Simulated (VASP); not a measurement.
Input of a VASP 6.6.1 run:

File INCAR:

```
ALGO = Normal
EDIFF = 1E-6
ENCUT = 600
GGA = PE
GGA_COMPAT = False
ISIF = 2
ISMEAR = 0
LASPH = True
LCHARG = False
LDAU = True
LDAUJ = 0 0
LDAUL = 2 -1
LDAUPRINT = 1
LDAUTYPE = 2
LDAUU = 2 0
LREAL = False
LWAVE = False
NBANDS = 35
NELM = 200
PREC = Accurate
SIGMA = 0.01
```

File KPOINTS:

```
k-points
0
Gamma
  4 4 5
```

File POSCAR:

```
ZnF2
1.0
    4.7048000000      0.0000000000      0.0000000000
    0.0000000000      4.7048000000      0.0000000000
    0.0000000000      0.0000000000      3.1338000000
Zn F
2 4
Direct
    0.0000000000      0.0000000000      0.0000000000
    0.5000000000      0.5000000000      0.5000000000
    0.3024000000      0.3024000000      0.0000000000
    0.1976000000      0.8024000000      0.5000000000
    0.6976000000      0.6976000000      0.0000000000
    0.8024000000      0.1976000000      0.5000000000
```

Potentials or basis: VASP PAW PBE potentials, release 64 (Zn, F).

Run with:

```bash
$ cat potpaw_PBE.64/Zn/POTCAR potpaw_PBE.64/F/POTCAR > POTCAR
$ mpirun -np 1 vasp_std > vasp.out
```

**Question.** Estimate the pressure.

**Answer.** 4.1 GPa.

**Question.** What does it give for the largest force?

**Answer.** 0.031 eV/Å.

Eigenvalues of the final occupation matrices:
```tsv
site	spin	trace	eigenvalues
site 1 d	1	5.00	0.99 0.99 0.99 1.02 1.02
site 1 d	2	5.00	0.99 0.99 0.99 1.02 1.02
site 2 d	1	5.00	0.99 0.99 0.99 1.02 1.02
site 2 d	2	5.00	0.99 0.99 0.99 1.02 1.02
```

Caveat: the cell stands under pressure.
